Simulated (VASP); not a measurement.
Here is a VASP 6.6.1 calculation.

File INCAR:

```
SYSTEM = MgZn2O3
  ALGO = Normal
  EDIFF = 1E-6
  EDIFFG = -0.005
  ENCUT = 600
  GGA = PS
  IBRION = 2
  ISIF = 3
  ISMEAR = -1
  LASPH = .TRUE.
  LCHARG = .FALSE.
  LREAL = .FALSE.
  LWAVE = .FALSE.
  NELM = 100
  NSW = 80
  PREC = Accurate
  SIGMA = 0.02
```

File KPOINTS:

```
k-points
0
G
  12 12 4
  0 0 0
```

File POSCAR:

```
MgZn2O3
1.0
    3.0479093965      0.0000000000      0.0000000000
   -1.5239546982      2.6395669658      0.0000000000
    0.0000000000      0.0000000000      7.4380249378
Mg Zn O
1 2 3
Direct
    0.0000000000      0.0000000000      0.0000000000
    0.3333333333      0.6666666667      0.6686375893
    0.6666666667      0.3333333333      0.3313624107
    0.3333333333      0.6666666667      0.1605454555
    0.6666666667      0.3333333333      0.8394545445
    0.0000000000      0.0000000000      0.5000000000
```

Potentials or basis: VASP PAW PBE potentials, release 64 (Mg, Zn, O).

Command:

```sh
$ cat potpaw_PBE.64/Mg/POTCAR potpaw_PBE.64/Zn/POTCAR potpaw_PBE.64/O/POTCAR > POTCAR
$ mpirun -np 1 vasp_std > vasp.out
```

What does it give for the band gap on the k mesh?

1.84 eV.

What does it give for the relaxed volume?

9.60 Å³/atom.

The path:
| step | energy change (eV) | largest force (eV/Å) | pressure (GPa) | volume (Å³) |
| --- | --- | --- | --- | --- |
| 1 | 0.0000 | 0.0809 | -6.24 | 59.84 |
| 2 | -0.0338 | 0.0344 | 3.60 | 56.54 |
| 3 | -0.0453 | 0.0066 | 0.04 | 57.61 |
| 4 | -0.0453 | 0.0089 | -0.08 | 57.65 |
| 5 | -0.0453 | 0.0039 | -0.12 | 57.65 |
| 6 | -0.0453 | 0.0038 | -0.11 | 57.65 |
| 7 | -0.0453 | 0.0024 | -0.11 | 57.63 |
| 8 | -0.0453 | 0.0025 | 0.09 | 57.56 |
| 9 | -0.0453 | 0.0012 | 0.11 | 57.59 |
| 10 | -0.0453 | 0.0014 | 0.06 | 57.61 |

Caveat: the PAW data sets were made with another functional, which shifts forces and pressure a little.
